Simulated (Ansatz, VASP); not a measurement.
# Two plane-wave programs on ZrBr5

```
CELL_PARAMETERS angstrom
5.50132 0.00000 0.00000
-2.75066 4.76428 0.00000
0.00000 0.00000 7.25577
ATOMIC_POSITIONS crystal
Zr 0.00000 0.00000 0.50000
Br 0.50000 0.00000 0.00000
Br 0.00000 0.50000 0.00000
Br 0.50000 0.50000 0.00000
Br 0.33333 0.66667 0.49683
Br 0.66667 0.33333 0.50317
```

Alike in both runs: functional PBE; k mesh 3 × 3 × 4; occupations gaussian, width 0.1 eV; no spin polarisation.

Ansatz relaxed the structure, and its values are those at the end. VASP's run is a single point on that final structure, the one shown.

```csv
,VASP,Ansatz
version,VASP 6.6.1,Ansatz 0.2.0
potentials or method,"VASP PAW PBE potentials, release 64 (Zr_sv, Br), cutoff 520 eV","scalar-relativistic, plane waves, PAW"
valence electrons in the cell,47,47
```

```csv
,VASP,Ansatz,Ansatz less VASP
gap on the k mesh at the Fermi level (eV),none,none,-
pressure (GPa),0.0,0.0,-0.01
rms of the force components (eV/Å),0.004,0.004,0.0000
```

A gap of «none» marks a metal or a gap that the smearing closes.

The k mesh is coarse, so the values compare programs but aren't converged.
